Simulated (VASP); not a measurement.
Here is a VASP 6.6.1 calculation.

The input POSCAR:

```
HfO2
1.0
    0.0000000000      2.6076597933      2.6076597933
    2.6076597933      0.0000000000      2.6076597933
    2.6076597933      2.6076597933      0.0000000000
Hf O
1 2
Direct
    0.0000000000      0.0000000000      0.0000000000
    0.7500000000      0.7500000000      0.7500000000
    0.2500000000      0.2500000000      0.2500000000
```

The input INCAR.step1:

```
PREC = Accurate
ENCUT = 520
ISMEAR = -1
SIGMA = 0.05
LREAL = False
LASPH = True
NELM = 100
NBANDS = 18
GGA = PE
ALGO = Normal
EDIFF = 1E-4
LWAVE = True
LCHARG = False
```

The input INCAR.step2:

```
PREC = Accurate
ENCUT = 520
EDIFF = 1E-7
ISMEAR = -1
SIGMA = 0.05
LREAL = False
LASPH = True
NELM = 100
ALGO = Normal
ISIF = 2
LWAVE = False
LCHARG = True
METAGGA = R2SCAN
LMIXTAU = True
LELF = True
LVHAR = True
NBANDS = 18
ISTART = 1
```

Contents of KPOINTS:

```
Automatic mesh
0
Gamma
  9 9 9
```

Potentials or basis: VASP PAW PBE potentials, release 64 (Hf_pv, O).

Launch:

```sh
$ cat potpaw_PBE.64/Hf_pv/POTCAR potpaw_PBE.64/O/POTCAR > POTCAR
$ cp INCAR.step1 INCAR
$ mpirun -np 1 vasp_std > vasp.out
$ cp INCAR.step2 INCAR
$ mpirun -np 1 vasp_std > vasp.out
```

(1) What does it give for the pressure?

(2) Estimate the band gap on the k mesh.

Results:

(1) -23.6 GPa.

(2) 4.14 eV, indirect (least direct gap 4.24 eV).

Caveat: the PAW data sets were made with another functional, which shifts forces and pressure a little; spin-orbit coupling is left out, which moves the levels of the heavy elements.
